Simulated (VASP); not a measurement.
Input of a VASP 6.6.1 run:

The input INCAR:

```
ALGO = Normal ; DIPOL = 0.5 0.5 0.500
EDIFF = 1E-6 ; EFIELD = -0.1
ENCUT = 520 ; GGA = PE
IDIPOL = 3 ; ISIF = 2
ISMEAR = -1 ; LASPH = T
LCHARG = F ; LDIPOL = T
LREAL = F ; LWAVE = F
NBANDS = 33 ; NELM = 80
PREC = Accurate ; SIGMA = 0.1
```

Contents of KPOINTS:

```
k-points
0
Gamma
  14 10 1
```

The input POSCAR:

```
Pt
1.0
    2.8085470207      0.0000000000      0.0000000000
    0.0000000000      3.9718852873      0.0000000000
    0.0000000000      0.0000000000     21.6171000000
Pt
5
Direct
    0.0000000000      0.0000000000      0.3765355038
    0.5000000000      0.5000000000      0.4306601880
    0.0000000000      0.0000000000      0.4999999997
    0.5000000000      0.5000000000      0.5693398123
    0.0000000000      0.0000000000      0.6234644962
```

Potentials or basis: VASP PAW PBE potentials, release 64 (Pt).

Launch:

```bash
$ cat potpaw_PBE.64/Pt/POTCAR > POTCAR
$ mpirun -np 1 vasp_std > vasp.out
```

Question: What does it give for the band gap on the k mesh?

Answer: Zero (bands 25 and 26 overlap by 0.79 eV).

Question: What does it give for the largest force?

Answer: 0.036 eV/Å.

Forces on the atoms (eV/Å):
```
Pt   0.000  0.000  0.028
Pt   0.000  0.000 -0.011
Pt   0.000  0.000  0.012
Pt   0.000  0.000  0.006
Pt   0.000  0.000 -0.036
```

Caveat: spin-orbit coupling is left out, which moves the levels of the heavy elements.
